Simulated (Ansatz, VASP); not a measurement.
**Te2As: VASP beside Ansatz**

```
CELL_PARAMETERS angstrom
0.00000 3.54941 3.54941
3.54941 0.00000 3.54941
3.54941 3.54941 0.00000
ATOMIC_POSITIONS crystal
Te 0.25000 0.25000 0.25000
Te 0.75000 0.75000 0.75000
As 0.00000 0.00000 0.00000
```

Alike in both runs: functional PBE; k mesh 12 × 12 × 12; occupations gaussian, width 0.1 eV; no spin polarisation.

Ansatz relaxed the structure, and its values are those at the end. VASP's run is a single point on that final structure, the one shown.

```csv
,VASP,Ansatz
version,VASP 6.6.1,Ansatz 0.2.0
potentials or method,"VASP PAW PBE potentials, release 64 (Te, As), cutoff 520 eV","scalar-relativistic, plane waves, PAW"
valence electrons in the cell,17,47
```

```tsv
	VASP	Ansatz	Ansatz less VASP
gap on the k mesh at the Fermi level (eV)	none	none	-
pressure (GPa)	0.0	0.0	+0.03
```

A gap of «none» marks a metal or a gap that the smearing closes. VASP's potentials hold 17 valence electrons a cell and Ansatz's 47, so a difference there can come from the potentials and not from the codes.

Spin-orbit coupling is off throughout.
